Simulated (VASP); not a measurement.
**Hf8O17 (a cell with a defect): single point with LDA**

System: Hf8O17 (a cell with a defect).

```xyz
25
Lattice="0.0000 5.0697 5.1017 5.2943 0.0000 5.1017 5.2943 5.0697 0.0000" Properties=species:S:1:pos:R:3 pbc="T T T"
Hf    0.1069    1.5166    1.3656
Hf    5.2881    6.3987    6.4698
Hf    7.7140    6.5685    4.0866
Hf    7.7124    6.4701    9.0934
Hf    2.8219    3.8576    1.4934
Hf    2.7916    3.5637    6.6813
Hf    5.0815    3.7790    3.8448
Hf   10.4105    8.8894    9.1317
O     1.9428    0.4093    2.0441
O     7.2107    5.6530    6.7728
O     5.8063    5.5642    4.4515
O     5.8726    5.6372    9.6146
O     3.8907    2.2558    2.6911
O     9.1946    7.3143    7.8081
O     3.9634    2.5270    5.2490
O     4.0155    7.5670    5.2240
O     6.6324    2.8620    5.3118
O     6.6532    7.9456    5.2996
O     1.2316    2.7329    2.7398
O     6.5445    7.8352    7.8559
O     4.7793    4.6692    1.7712
O     4.7016    4.5896    7.1974
O     8.5530    4.7671    4.4648
O     3.2007    4.6167    3.7169
O     2.8248    5.5381    5.9560
```

* Program: VASP 6.6.1
* Task: single point
* Functional: LDA
* Potentials or basis: VASP PAW LDA potentials, release 64 (Hf_pv, O)
* Cutoff: 520 eV
* k mesh: 1 × 1 × 1, shifted
* Occupations: fermi-dirac, width 0.01 eV
* Spin: no spin polarisation
* Dipole correction: no
* Further INCAR settings: ALGO = Normal; EDIFF = 1e-06; NBANDS = 109

- Pressure: -14.3 GPa
- Largest force: 0.330 eV/Å
- Band gap on the k mesh: 3.07 eV

Forces in eV/Å, atoms in the order of the input:
```
Hf   0.048  0.099  0.078
Hf   0.120 -0.020  0.118
Hf  -0.052  0.128 -0.113
Hf   0.022 -0.082  0.154
Hf   0.091  0.043  0.057
Hf  -0.122 -0.057 -0.102
Hf  -0.151  0.036 -0.039
Hf  -0.105  0.093 -0.004
O    0.132  0.034 -0.150
O   -0.128 -0.126  0.067
O    0.146 -0.166 -0.026
O    0.164 -0.194  0.032
O   -0.049  0.143 -0.033
O   -0.072  0.265 -0.182
O    0.074 -0.051  0.063
O    0.086  0.036 -0.136
O    0.015 -0.165  0.015
O    0.130 -0.097 -0.085
O    0.045 -0.171  0.054
O    0.010 -0.036 -0.019
O   -0.235  0.166 -0.009
O   -0.234 -0.020  0.062
O    0.071  0.149  0.185
O    0.093  0.087 -0.136
O   -0.098 -0.096  0.148
```

Stress tensor (GPa, compression positive):
```
-15.37  -2.19  -0.25
 -2.19 -15.03  -1.69
 -0.25  -1.69 -12.55
```

Levels at points of the mesh, in eV from the valence-band top:
```
           k point  band 87  band 88  band 89  band 90  band 91  band 92  band 93  band 94  band 95  band 96
(0.25, 0.25, 0.25)    -0.85    -0.67    -0.55    -0.39     0.00     3.17     4.19     4.41     4.54     4.60
```

Run time: 5.8 min on 1 thread of AMD EPYC 7R13, on a shared host, peak memory 0.33 GiB.

Caveat: spin-orbit coupling is left out, which moves the levels of the heavy elements.
